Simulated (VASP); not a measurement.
Ta2O5, 7 atoms in the cell. Symmetry: Pmmm, No. 47, orthorhombic system. Conventional cell: a = 3.666 Å, b = 3.857 Å, c = 6.456 Å, α = 90.00°, β = 90.00°, γ = 90.00°. Ta (site symmetry mmm) has 6 O at 1.93 to 2.17 Å within 2.6 Å. Ta (site symmetry mmm) has 6 O at 1.83 to 2.07 Å within 2.4 Å. Within 2.6 Å of O (site symmetry mmm) lie 2 Ta at 1.93 Å. O (site symmetry mm2) has 3 Ta at 2.07 to 2.17 Å and 9 O at 2.32 to 2.90 Å within 3.0 Å. Within 2.7 Å of O (site symmetry mmm) lie 2 Ta at 1.93 Å and 4 O at 2.66 Å. O (site symmetry mmm) has 2 Ta at 1.83 Å within 2.4 Å. 

- Program: VASP 6.6.1
- Task: single point
- Functional: r2SCAN
- Potentials or basis: VASP PAW PBE potentials, release 64 (Ta_pv, O)
- Cutoff: 520 eV
- k mesh: 8 × 8 × 4
- Occupations: gaussian, width 0.05 eV
- Spin: no spin polarisation
- Dipole correction: no
- Further INCAR settings: ALGO = Normal; EDIFF = 1e-07; NBANDS = 35

Potentials or basis: VASP PAW PBE potentials, release 64 (Ta_pv, O).

The run is started by

```console
$ cat potpaw_PBE.64/Ta_pv/POTCAR potpaw_PBE.64/O/POTCAR > POTCAR
$ cp INCAR.step1 INCAR
$ mpirun -np 1 vasp_std > vasp.out
$ cp INCAR.step2 INCAR
$ mpirun -np 1 vasp_std > vasp.out
```

Hardware: 1 thread of Intel Xeon 8259CL, with other jobs on the host.

Task: How long does it take, and how much memory?

Result: It took 32 min on 1 thread of Intel Xeon 8259CL, on a shared host, peak memory 0.33 GiB. Counts: k points 75.
